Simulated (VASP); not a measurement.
Set up this calculation in VASP 6.6.1, as the native input.

- Task: single point
- Functional: PBE
- Potentials or basis: VASP PAW PBE potentials, release 64 (Zr_sv)
- Cutoff: 520 eV
- k mesh: 9 × 9 × 9
- Occupations: gaussian, width 0.1 eV
- Spin: no spin polarisation
- Dipole correction: no
- Further INCAR settings: ALGO = Normal; EDIFF = 1e-07; NBANDS = 12

The structure of Zr lies in POSCAR:

```
Zr
1.0
    0.0000000000      2.2624917494      2.2624917494
    2.2624917494      0.0000000000      2.2624917494
    2.2624917494      2.2624917494      0.0000000000
Zr
1
Direct
    0.0000000000      0.0000000000      0.0000000000
```

The input as run:

INCAR

```
SYSTEM = Zr
  PREC = Accurate
  ENCUT = 520
  EDIFF = 1E-7
  ISMEAR = 0
  SIGMA = 0.1
  LREAL = .FALSE.
  LASPH = .TRUE.
  NELM = 60
  ALGO = Normal
  ISIF = 2
  LWAVE = .FALSE.
  LCHARG = .FALSE.
  GGA = PE
  NBANDS = 12
```

KPOINTS

```
Automatic mesh
0
G
  9 9 9
  0 0 0
```

Potentials or basis: VASP PAW PBE potentials, release 64 (Zr_sv).

The run is started by

```console
$ cat potpaw_PBE.64/Zr_sv/POTCAR > POTCAR
$ mpirun -np 1 vasp_std > vasp.out
```

Results of the run:

```json
{
  "Pressure": "0.4 GPa",
  "Band gap on the k mesh": "zero (band 6 reaches 9.93 eV, above the bottom of band 7 at 8.37 eV)"
}
```

Wall time 10 s on 1 thread of Intel Xeon 8259CL, with other jobs on the host, peak memory 0.14 GiB.
